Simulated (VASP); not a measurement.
A run of VASP 6.6.1 is set up as follows.

The input POSCAR:

```
TaSi2
1.0
    0.0000000000      3.4452670925      3.4452670925
    3.4452670925      0.0000000000      3.4452670925
    3.4452670925      3.4452670925      0.0000000000
Ta Si
2 4
Direct
    0.0000000000      0.0000000000      0.0000000000
    0.2500000000      0.2500000000      0.2500000000
    0.6250000000      0.6250000000      0.6250000000
    0.1250000000      0.6250000000      0.6250000000
    0.6250000000      0.6250000000      0.1250000000
    0.6250000000      0.1250000000      0.6250000000
```

File INCAR.step1:

```
  PREC = Accurate
  ENCUT = 520
  ISMEAR = 0
  SIGMA = 0.1
  LREAL = False
  LASPH = True
  NELM = 100
  NBANDS = 28
  GGA = PE
  ALGO = Normal
  EDIFF = 1E-4
  LWAVE = True
  LCHARG = False
```

Contents of INCAR.step2:

```
  PREC = Accurate
  ENCUT = 520
  EDIFF = 1E-7
  ISMEAR = 0
  SIGMA = 0.1
  LREAL = False
  LASPH = True
  NELM = 100
  ALGO = Normal
  ISIF = 2
  LWAVE = False
  LCHARG = False
  METAGGA = R2SCAN
  LMIXTAU = True
  NBANDS = 28
  ISTART = 1
```

The input KPOINTS:

```
regular mesh
0
Gamma
  4 4 4
```

Potentials or basis: VASP PAW PBE potentials, release 64 (Ta_pv, Si).

Run with:

```bash
$ cat potpaw_PBE.64/Ta_pv/POTCAR potpaw_PBE.64/Si/POTCAR > POTCAR
$ cp INCAR.step1 INCAR
$ mpirun -np 1 vasp_std > vasp.out
$ cp INCAR.step2 INCAR
$ mpirun -np 1 vasp_std > vasp.out
```

Estimate the pressure.

0.4 GPa.

Predict the band gap on the k mesh.

zero (band 19 reaches 11.14 eV, above the bottom of band 20 at 8.68 eV).

Caveat: the k points lie up to 0.39 Å⁻¹ apart; the PAW data sets were made with another functional, which shifts forces and pressure a little; spin-orbit coupling is left out, which moves the levels of the heavy elements.
